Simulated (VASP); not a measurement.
Write the native input for VASP 6.6.1 that does the following.

| Item | Value |
| --- | --- |
| Task | single point |
| Functional | HSE06 |
| Potentials or basis | VASP PAW PBE potentials, release 64 (Zr_sv, S) |
| Cutoff | 400 eV |
| k mesh | 6 × 6 × 4 |
| Occupations | gaussian, width 0.01 eV |
| Spin | no spin polarisation |
| Dipole correction | no |
| Grid for exact exchange (PRECFOCK) | Normal |
| Further INCAR settings | ALGO = Normal; EDIFF = 1e-06; NBANDS = 19 |
| Share of exact exchange | 0.25 |
| Screening parameter | 0.2079 1/Å |

ZrS2:

```xyz
3
Lattice="3.7846 0.0000 0.0000 -1.8923 3.2776 0.0000 0.0000 0.0000 5.7690" Properties=species:S:1:pos:R:3 pbc="T T T"
Zr    0.0000    0.0000    0.0000
S     0.0000    2.1851    1.3901
S     1.8923    1.0925    4.3789
```

This cell differs from its parent crystal: epitaxial xy strain +3.0%.

One way to write it, as run:

POSCAR

```
ZrS2
1.0
    3.7846310575      0.0000000000      0.0000000000
   -1.8923155287      3.2775866398      0.0000000000
    0.0000000000      0.0000000000      5.7690034300
Zr S
1 2
Direct
    0.0000000000      0.0000000000      0.0000000000
    0.3333333333      0.6666666667      0.2409644600
    0.6666666667      0.3333333333      0.7590355400
```

INCAR.step1

```
PREC = Accurate
ENCUT = 400
EDIFF = 1E-5
ISMEAR = 0
SIGMA = 0.01
LREAL = False
LASPH = True
NELM = 120
ALGO = Normal
ISIF = 2
LWAVE = True
LCHARG = False
GGA = PE
NBANDS = 19
GGA_COMPAT = False
```

INCAR.step2

```
PREC = Accurate
ENCUT = 400
EDIFF = 1E-6
ISMEAR = 0
SIGMA = 0.01
LREAL = False
LASPH = True
NELM = 120
ALGO = Normal
ISIF = 2
LWAVE = False
LCHARG = False
GGA = PE
LHFCALC = True
HFSCREEN = 0.2079
PRECFOCK = Normal
ISTART = 1
NBANDS = 19
GGA_COMPAT = False
```

KPOINTS

```
Automatic mesh
0
Gamma
  6 6 4
```

Potentials or basis: VASP PAW PBE potentials, release 64 (Zr_sv, S).

Run with:

```sh
$ cat potpaw_PBE.64/Zr_sv/POTCAR potpaw_PBE.64/S/POTCAR > POTCAR
$ cp INCAR.step1 INCAR
$ mpirun -np 1 vasp_std > vasp.out
$ cp INCAR.step2 INCAR
$ mpirun -np 1 vasp_std > vasp.out
```

It gave:

The pressure is -3.0 GPa. The largest force is 0.179 eV/Å and the band gap on the k mesh is 1.82 eV (least direct gap 2.17 eV).

Caveat: the cell differs from its parent crystal (epitaxial xy strain +3.0%); the stress differs along the axes, from -5 to 1 GPa; the PAW data sets were made with another functional, which shifts forces and pressure a little; this functional lacks dispersion, which binds layers or chains, so the pressure and a relaxed spacing across them are unreliable.

Run time: 57 min on 1 thread of Intel(R) Xeon(R) Platinum 8259CL CPU @ 2.50GHz (Skylake/Cascade Lake) (shared host), peak memory 0.3 GiB.
